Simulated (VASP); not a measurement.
# Nb3CrGa (Pm-3m) in VASP: further runs

Nb3CrGa is run at these levels: PBE; tasks: single point, relaxation of cell and atoms.

All numbers are computed with VASP 6.6.1; they aren't measurements. Logs are shortened: lines on timing, memory, paths and dates and some standing lists are left out, and cuts for length are marked.

### Step 1. The cell of the first run

Symmetry: Pm-3m, No. 221, cubic system. The conventional cell has a = 4.744 Å, b = 4.744 Å, c = 4.744 Å, α = 90.00°, β = 90.00°, γ = 90.00°. Nb (site symmetry 4/mmm) has 2 Ga at 2.37 Å within 3.1 Å. Within 4.4 Å of Cr (site symmetry m-3m) lie 12 Nb at 3.35 Å and 8 Ga at 4.11 Å. Ga (site symmetry m-3m) has 6 Nb at 2.37 Å within 3.1 Å.

### Step 2. Single point, PBE, collinear spin, ferromagnetic start

File INCAR:

```
SYSTEM = Nb3CrGa
PREC = Accurate ; ENCUT = 520
EDIFF = 1E-7 ; ISMEAR = 0
SIGMA = 0.1 ; LREAL = .FALSE.
LASPH = .TRUE. ; NELM = 150
ALGO = Normal ; ISIF = 2
LWAVE = .FALSE. ; LCHARG = .TRUE.
ISPIN = 2 ; MAGMOM = 0 0 0 3.17 0
LORBIT = 11 ; LMAXMIX = 4
GGA = PE ; LELF = .TRUE.
LVHAR = .TRUE. ; NBANDS = 44
```

File KPOINTS:

```
Automatic mesh
0
G
  4 4 4
  0 0 0
```

File POSCAR:

```
Nb3CrGa
1.0
    4.7442476931      0.0000000000      0.0000000000
    0.0000000000      4.7442476931      0.0000000000
    0.0000000000      0.0000000000      4.7442476931
Nb Cr Ga
3 1 1
Direct
    0.0000000000      0.5000000000      0.5000000000
    0.5000000000      0.0000000000      0.5000000000
    0.5000000000      0.5000000000      0.0000000000
    0.0000000000      0.0000000000      0.0000000000
    0.5000000000      0.5000000000      0.5000000000
```

Potentials or basis: VASP PAW PBE potentials, release 64 (Nb_sv, Cr_pv, Ga_d).

Run with:

```bash
> cat potpaw_PBE.64/Nb_sv/POTCAR potpaw_PBE.64/Cr_pv/POTCAR potpaw_PBE.64/Ga_d/POTCAR > POTCAR
> mpirun -np 1 vasp_std > vasp.out
```

OUTCAR:

```text
SYSTEM = Nb3CrGa
   PREC = Accurate
   ENCUT = 520
   EDIFF = 1E-7
   ISMEAR = 0
   LREAL = .FALSE.
   LASPH = .TRUE.
   NELM = 150
   ISIF = 2
   ISPIN = 2
   LORBIT = 11
   GGA = PE

 ion  position               nearest neighbor table
   1  0.000  0.500  0.500-   5 2.37   5 2.37
   2  0.500  0.000  0.500-   5 2.37   5 2.37
   3  0.500  0.500  0.000-   5 2.37   5 2.37
   4  0.000  0.000  0.000-
   5  0.500  0.500  0.500-   1 2.37   2 2.37   3 2.37   3 2.37   2 2.37   1 2.37

  LATTYP: Found a simple cubic cell.
 ALAT       =     4.7442476931

  Lattice vectors:

 A1 = (   4.7442476931,   0.0000000000,   0.0000000000)
 A2 = (   0.0000000000,   4.7442476931,   0.0000000000)
 A3 = (   0.0000000000,   0.0000000000,   4.7442476931)

Analysis of symmetry for initial positions (statically):
=====================================================================
 Subroutine PRICEL returns:
 Original cell was already a primitive cell.

 Routine SETGRP: Setting up the symmetry group for a
 simple cubic supercell.

 Subroutine GETGRP returns: Found 48 space group operations
 (whereof 48 operations were pure point group operations)
 out of a pool of 48 trial point group operations.

The static configuration has the point symmetry O_h .

Analysis of symmetry for dynamics (positions and initial velocities):
=====================================================================
 Subroutine PRICEL returns:
 Original cell was already a primitive cell.

 Routine SETGRP: Setting up the symmetry group for a
 simple cubic supercell.

 Subroutine GETGRP returns: Found 48 space group operations
 (whereof 48 operations were pure point group operations)
 out of a pool of 48 trial point group operations.

The dynamic configuration has the point symmetry O_h .

Analysis of structural, dynamic, and magnetic symmetry:
=====================================================================
 Subroutine PRICEL returns:
 Original cell was already a primitive cell.

 Routine SETGRP: Setting up the symmetry group for a
 simple cubic supercell.

 Subroutine GETGRP returns: Found 48 space group operations
 (whereof 48 operations were pure point group operations)
 out of a pool of 48 trial point group operations.

The overall configuration has the point symmetry O_h .

 Subroutine INISYM returns: Found 48 space group operations
 (whereof 48 operations are pure point group operations),
 and found     1 'primitive' translations

----------------------------------------------------------------------------------------

                                     Primitive cell

  volume of cell :     106.7830

  direct lattice vectors                    reciprocal lattice vectors
     4.744247693  0.000000000  0.000000000     0.210781575  0.000000000  0.000000000
     0.000000000  4.744247693  0.000000000     0.000000000  0.210781575  0.000000000
     0.000000000  0.000000000  4.744247693     0.000000000  0.000000000  0.210781575

  length of vectors
     4.744247693  4.744247693  4.744247693     0.210781575  0.210781575  0.210781575

  position of ions in fractional coordinates (direct lattice)
     0.000000000  0.500000000  0.500000000
     0.500000000  0.000000000  0.500000000
     0.500000000  0.500000000  0.000000000
     0.000000000  0.000000000  0.000000000
     0.500000000  0.500000000  0.500000000

  ion indices of the primitive-cell ions
   primitive index   ion index
                 1           1
                 2           2
                 3           3
                 4           4
                 5           5

----------------------------------------------------------------------------------------

 KPOINTS: Automatic mesh

Automatic generation of k-mesh.
 Grid dimensions read from file:
 generate k-points for:    4    4    4

 Generating k-lattice:

  Cartesian coordinates                     Fractional coordinates (reciprocal lattice)
     0.052695394  0.000000000  0.000000000     0.250000000  0.000000000  0.000000000
     0.000000000  0.052695394  0.000000000     0.000000000  0.250000000  0.000000000
     0.000000000  0.000000000  0.052695394     0.000000000  0.000000000  0.250000000

  Length of vectors
     0.052695394  0.052695394  0.052695394

  Shift w.r.t. Gamma in fractional coordinates (k-lattice)
     0.000000000  0.000000000  0.000000000

 Subroutine IBZKPT returns following result:
 ===========================================

 Found     10 irreducible k-points:

 Following reciprocal coordinates:
            Coordinates               Weight
  0.000000  0.000000  0.000000      1.000000
  0.250000  0.000000  0.000000      6.000000
  0.500000  0.000000  0.000000      3.000000
  0.250000  0.250000  0.000000     12.000000
  0.500000  0.250000  0.000000     12.000000
  0.500000  0.500000  0.000000      3.000000
  0.250000  0.250000  0.250000      8.000000
  0.500000  0.250000  0.250000     12.000000
  0.500000  0.500000  0.250000      6.000000
  0.500000  0.500000  0.500000      1.000000
   k-points           NKPTS =     10   k-points in BZ     NKDIM =     10   number of bands    NBANDS=     44
   number of dos      NEDOS =    301   number of ions     NIONS =      5
   total plane-waves  NPLWV =  46656
   dimension x,y,z NGX =    36 NGY =   36 NGZ =   36
   dimension x,y,z NGXF=    72 NGYF=   72 NGZF=   72
   ions per type =               3   1   1
   NGX,Y,Z   is equivalent  to a cutoff of  12.61, 12.61, 12.61 a.u.
   NGXF,Y,Z  is equivalent  to a cutoff of  25.23, 25.23, 25.23 a.u.
 SYSTEM =  Nb3CrGa
   PREC   = accura    normal or accurate (medium, high low for compatibility)
   ISTART =      0    job   : 0-new  1-cont  2-samecut
   ICHARG =      2    charge: 1-file 2-atom 10-const
   ISPIN  =      2    spin polarized calculation?
   LNONCOLLINEAR =      F non collinear calculations
   LSORBIT =      F    spin-orbit coupling
   LASPH  =      T    aspherical Exc in radial PAW
   ENCUT  =  520.0 eV  38.22 Ry    6.18 a.u.   8.82  8.82  8.82*2*pi/ulx,y,z
   NELM   =    150;   NELMIN=  2; NELMDL= -5     # of ELM steps
   EDIFF  = 0.1E-06   stopping-criterion for ELM
   LREAL  =      F    real-space projection
   EDIFFG = 0.1E-05   stopping-criterion for IOM
   NSW    =      0    number of steps for IOM
   IBRION =     -1    ionic relax: 0-MD 1-quasi-New 2-CG
   NFREE  =      0    steps in history (QN), initial steepest desc. (CG)
   ISIF   =      2    stress and relaxation
   ISYM   =      2    0-nonsym 1-usesym 2-fastsym
   POTIM  = 0.5000    time-step for ionic-motion
   TEBEG  =    0.0;   TEEND  =   0.0 temperature during run
   PSTRESS=    0.0 pullay stress
   NELECT =      64.0000    total number of electrons
   NUPDOWN=      -1.0000    fix difference up-down
   EMIN   =  10.00;   EMAX   =-10.00  energy-range for DOS
   EFERMI =   0.00;   METHOD = LEGACY
   ISMEAR =     0;   SIGMA  =   0.10  broadening in eV -4-tet -1-fermi 0-gaus
   EFERMI_NEDOS =   21; number of points for ismear=-14 and -15
   IALGO  =     38    algorithm
   IMIX   =      4    mixing-type and parameters
     AMIX     =   0.40;   BMIX     =  1.00
     AMIX_MAG =   1.60;   BMIX_MAG =  1.00
  volume/ion in A,a.u.               =      21.36       144.12
  Fermi-wavevector in a.u.,A,eV,Ry     =   1.380281  2.608353 25.921483  1.905175
  Thomas-Fermi vector in A             =   2.505172
   LORBIT       =     11    0 simple, 1 ext, 2 COOP (PROOUT), +10 PAW based schemes
   GGA     = PE    functional components
   LHFCALC =     F    Hartree Fock is set to
   AEXX    =    0.0000 exact exchange contribution
   IVDW    =     0    specifies the selected vdW correction
   LEPSILON=     F    determine dielectric tensor
   LRPA    =     F    only Hartree local field effects (RPA)
 spin polarized calculation
 Gauss-broadening in eV      SIGMA  =   0.10
  energy-cutoff  :      520.00
  volume of cell :      106.78
 maximum number of plane-waves:      2897
 NGX is ok and might be reduce to    36
   NGX = 17   NGY = 17   NGZ = 17

 number of electron      64.0000017 magnetization       0.3822346

 number of electron      64.0000016 magnetization      -0.7625553

 Free energy of the ion-electron system (eV)
  ---------------------------------------------------
  ext. energy  EPLUGINS =         0.00000000
  ---------------------------------------------------
  free energy    TOTEN  =       -35.39551708 eV

  energy without entropy =      -35.35418367  energy(sigma->0) =      -35.37485037

 E-fermi :   6.9745     XC(G=0): -11.0599

 val. band max:        6.9556309471   @ k =   0.5000   0.2500   0.0000
 cond. band min:       7.0219092581   @ k =   0.2500   0.2500   0.0000
 fundamental gap:      0.0662783109
 Fermi energy:         6.9745345028

 spin component 1

 k-point     1 :       0.0000    0.0000    0.0000
  band No.  band energies     occupation
      1     -48.0529      1.00000
      2     -48.0060      1.00000
      3     -48.0060      1.00000
      4     -35.9115      1.00000
      5     -35.9115      1.00000
      6     -35.9115      1.00000
[... 459 lines left out ...]
     43       9.9819      0.00000
     44       9.9819      0.00000
 Fermi energy:         6.9745345028

 spin component 2

 k-point     1 :       0.0000    0.0000    0.0000
  band No.  band energies     occupation
      1     -48.1630      1.00000
      2     -48.1159      1.00000
      3     -48.1159      1.00000
      4     -35.9419      1.00000
      5     -35.9419      1.00000
      6     -35.9419      1.00000
[... 459 lines left out ...]
     43       9.7382      0.00000
     44       9.7382      0.00000

------------------------ aborting loop because EDIFF is reached ----------------------------------------

  FORCE on cell =-STRESS in cart. coord.  units (eV):
  Direction    XX          YY          ZZ          XY          YZ          ZX
  --------------------------------------------------------------------------------------
  -------------------------------------------------------------------------------------
  Total       -2.0192196     -2.0192196     -2.0192196      0.0000000     -0.0000000     -0.0000000
  in kB      -30.2964734    -30.2964734    -30.2964734      0.0000000     -0.0000000     -0.0000000
  external PRESSURE =     -30.2964734 kB  Pullay stress =       0.0000000 kB

 VOLUME and BASIS-vectors are now :
 -----------------------------------------------------------------------------
  energy-cutoff  :      520.00
  volume of cell :      106.78
      direct lattice vectors                 reciprocal lattice vectors
     4.744247693  0.000000000  0.000000000     0.210781575  0.000000000  0.000000000
     0.000000000  4.744247693  0.000000000     0.000000000  0.210781575  0.000000000
     0.000000000  0.000000000  4.744247693     0.000000000  0.000000000  0.210781575

 POSITION                                       TOTAL-FORCE (eV/Angst)
 -----------------------------------------------------------------------------------
      0.00000      2.37212      2.37212         0.000000      0.000000      0.000000
      2.37212      0.00000      2.37212         0.000000      0.000000      0.000000
      2.37212      2.37212      0.00000         0.000000      0.000000      0.000000
      0.00000      0.00000      0.00000         0.000000      0.000000      0.000000
      2.37212      2.37212      2.37212         0.000000      0.000000      0.000000
 -----------------------------------------------------------------------------------
    total drift:                                0.000000      0.000000      0.000000

  FREE ENERGIE OF THE ION-ELECTRON SYSTEM (eV)
  ---------------------------------------------------
  free  energy   TOTEN  =       -35.3955170803 eV

  energy  without entropy=      -35.3541836694  energy(sigma->0) =      -35.37485037

 total charge

# of ion       s       p       d       tot
------------------------------------------
    1        2.171   5.996   2.351  10.519
    2        2.171   5.996   2.351  10.519
    3        2.171   5.996   2.351  10.519
    4        0.272   6.138   3.870  10.280
    5        1.092   1.310  10.080  12.482
--------------------------------------------------
tot          7.878  25.437  21.003  54.318

 magnetization (x)

# of ion       s       p       d       tot
------------------------------------------
    1       -0.001  -0.002  -0.158  -0.162
    2       -0.001  -0.002  -0.158  -0.162
    3       -0.001  -0.002  -0.158  -0.162
    4        0.003   0.000  -0.053  -0.049
    5        0.001   0.004  -0.005   0.001
--------------------------------------------------
tot          0.001  -0.003  -0.531  -0.533
```

Wall time 2 min (1 thread of Intel Xeon Platinum 8488C (Sapphire Rapids), shared host); peak memory 0.28 GiB.

Results:

| Quantity | Value |
| --- | --- |
| Free energy | -35.3955 eV |
| Pressure | -3.0 GPa |
| Net moment | -0.76 μB per cell |
| Site moments | Nb -0.16; Cr -0.05; Ga +0.00 μB |
| Valence electrons inside the program's atomic spheres | Nb 10.52; Cr 10.28; Ga 12.48 |

Caveat: the cell stands under tension.

### Step 3. Relaxation of cell and atoms, PBE, collinear spin, ferromagnetic start

This run uses another cell than the first one, of 14.58 Å³/atom.

File INCAR:

```
SYSTEM = Nb3CrGa
ALGO = Normal
EDIFF = 1E-6
EDIFFG = -0.04
ENCUT = 600
GGA = PE
IBRION = 2
ISIF = 3
ISMEAR = 0
ISPIN = 2
LASPH = .True.
LCHARG = .False.
LMAXMIX = 4
LORBIT = 11
LREAL = .False.
LWAVE = .False.
MAGMOM = 0 0 0 3.17 0
NELM = 150
NSW = 90
PREC = Accurate
SIGMA = 0.1
```

File KPOINTS:

```
k-points
0
Gamma
  4 4 4
  0 0 0
```

POSCAR: that of step 2 with these lines changed.

```diff
@@ -2,5 +2,5 @@
 1.0
-    4.7442476931      0.0000000000      0.0000000000
-    0.0000000000      4.7442476931      0.0000000000
-    0.0000000000      0.0000000000      4.7442476931
+    4.1770797481      0.0000000000      0.0000000000
+    0.0000000000      4.1770797481      0.0000000000
+    0.0000000000      0.0000000000      4.1770797481
 Nb Cr Ga
```

Potentials or basis: VASP PAW PBE potentials, release 64 (Nb_sv, Cr_pv, Ga_d).

Run with:

```bash
> cat potpaw_PBE.64/Nb_sv/POTCAR potpaw_PBE.64/Cr_pv/POTCAR potpaw_PBE.64/Ga_d/POTCAR > POTCAR
> mpirun -np 1 vasp_std > vasp.out
```

Wall time 15 min (1 thread of Intel Xeon Platinum 8488C (Sapphire Rapids), shared host); peak memory 0.28 GiB.

It converged, with:

* Free energy: -35.4045 eV
* Relaxed volume: 20.71 Å³/atom
* Relaxed cell: a = 4.696 Å, b = 4.696 Å, c = 4.696 Å, α = 90.00°, β = 90.00°, γ = 90.00°
* Space group after relaxing (to 0.1 Å): Pm-3m (No. 221)
* Energy gained by relaxing: 1253.9 meV/atom
* Ionic steps: 5
* Pressure after relaxing: 0.1 GPa
* Net moment: -0.70 μB per cell
* Site moments: Nb -0.14; Cr -0.09; Ga +0.00 μB
* Valence electrons inside the program's atomic spheres: Nb 10.55; Cr 10.29; Ga 12.55

The path:
```
step  energy change (eV)  largest force (eV/Å)  pressure (GPa)  volume (Å³)
   1              0.0000                0.0000           89.03        72.88
   2              0.5388                0.0000          -12.02       196.05
   3             -6.0844                0.0000           -7.28       111.39
   4             -6.2415                0.0000           -3.05       106.57
   5             -6.2697                0.0000            0.05       103.57
```

Final structure:
```cif
data_structure
_symmetry_space_group_name_H-M 'P 1'
_symmetry_Int_Tables_number 1
_cell_length_a 4.6962
_cell_length_b 4.6962
_cell_length_c 4.6962
_cell_angle_alpha 90.000
_cell_angle_beta 90.000
_cell_angle_gamma 90.000
_cell_volume 103.57
loop_
_atom_site_label
_atom_site_type_symbol
_atom_site_fract_x
_atom_site_fract_y
_atom_site_fract_z
_atom_site_occupancy
Nb1 Nb 0.00000 0.50000 0.50000 1
Nb2 Nb 0.50000 0.00000 0.50000 1
Nb3 Nb 0.50000 0.50000 0.00000 1
Cr1 Cr 0.00000 0.00000 0.00000 1
Ga1 Ga 0.50000 0.50000 0.50000 1
```

Levels at points of the mesh, in eV from the Fermi level:
Spin up:
| k point | band 29 | band 30 | band 31 | band 32 | band 33 | band 34 |
| --- | --- | --- | --- | --- | --- | --- |
| (0.00, 0.00, 0.00) | 0.16 | 0.16 | 0.54 | 0.54 | 0.54 | 0.83 |
| (0.50, 0.00, 0.00) | -0.87 | -0.87 | -0.59 | -0.04 | 0.56 | 0.56 |
| (0.50, 0.50, 0.00) | -0.58 | -0.58 | -0.56 | -0.56 | -0.08 | 0.36 |
| (0.50, 0.50, 0.50) | -0.31 | -0.31 | 0.15 | 0.15 | 0.15 | 0.57 |
Spin down:
| k point | band 30 | band 31 | band 32 | band 33 | band 34 | band 35 |
| --- | --- | --- | --- | --- | --- | --- |
| (0.00, 0.00, 0.00) | -0.18 | 0.50 | 0.50 | 0.50 | 1.18 | 1.18 |
| (0.50, 0.00, 0.00) | -0.93 | -0.90 | 0.09 | 0.09 | 0.49 | 0.60 |
| (0.50, 0.50, 0.00) | -0.85 | -0.77 | -0.06 | 0.15 | 0.15 | 0.61 |
| (0.50, 0.50, 0.50) | -0.08 | -0.08 | 0.26 | 0.26 | 0.50 | 0.50 |

Caveat: the k points lie up to 0.33 Å⁻¹ apart in the final cell; the volume moved by over 15 % at a fixed basis, so the end points are rough.
